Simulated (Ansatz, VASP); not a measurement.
**B: VASP beside Ansatz**

File INCAR:

```
SYSTEM = B
PREC     = Accurate       ! precision mode
ENCUT    = 520            ! plane-wave cutoff, eV
EDIFF    = 1E-7           ! SCF threshold, eV
ISMEAR   = 0              ! smearing method
SIGMA    = 0.15           ! smearing width, eV
LREAL    = .False.        ! projectors in reciprocal space
LASPH    = .True.         ! aspherical terms in the spheres
NELM     = 100            ! most SCF steps
ALGO     = Normal         ! electronic algorithm
ISIF     = 2              ! what is computed and relaxed
LWAVE    = .False.        ! write WAVECAR
LCHARG   = .False.        ! write CHGCAR
GGA      = CA             ! functional
NBANDS   = 8              ! bands
```

File KPOINTS:

```
Automatic mesh
0
Gamma
  33 33 14
  0 0 0
```

Contents of POSCAR:

```
B
1.0
    1.7024335758      0.0000000000      0.0000000000
   -0.8512167879      1.4743507249      0.0000000000
    0.0000000000      0.0000000000      3.4536517075
B
1
Direct
    0.0000000000      0.0000000000      0.0000000000
```

Input for Ansatz:

```yaml
crystal:
  lattice:
    - [1.7024335758, 0.0, 0.0]
    - [-0.8512167879, 1.4743507249, 0.0]
    - [0.0, 0.0, 3.4536517075]
  atoms:
    - { symbol: B, position: [0.0, 0.0, 0.0] }
basis:
  ecutwfc: 420
kpoints:
  mp_grid: { grid: [33, 33, 14] }
hamiltonian:
  xc: lda
scf:
  occupations: { method: gaussian, width: 0.15 }
output:
  forces: true
  stress: true
  eigenvalues: true
```

Change from the starting cell: strain +0.000 along x and y, -0.050 along z, atoms carried along.

Alike in both runs: task single point; functional LDA; k mesh 33 × 33 × 14; occupations gaussian, width 0.15 eV; no spin polarisation.

|  | VASP | Ansatz |
| --- | --- | --- |
| version | VASP 6.6.1 | Ansatz 0.2.0 |
| potentials or method | VASP PAW LDA potentials, release 64 (B), cutoff 520 eV | scalar-relativistic, plane waves, PAW |
| valence electrons in the cell | 3 | 3 |

VASP gave:

```
gap on the k mesh at the Fermi level (eV)                     : none
pressure (GPa)                                                : -2.7
traceless stress, the component that is largest in VASP (GPa) : 2.60
```

What did Ansatz give for the same quantities?

gap on the k mesh at the Fermi level (eV): none; pressure (GPa): -2.8; traceless stress, the component that is largest in VASP (GPa): 2.80.

LDA's correlation is that of Perdew and Zunger in VASP and of Perdew and Wang (1992) in Ansatz. A gap of «none» marks a metal or a gap that the smearing closes.
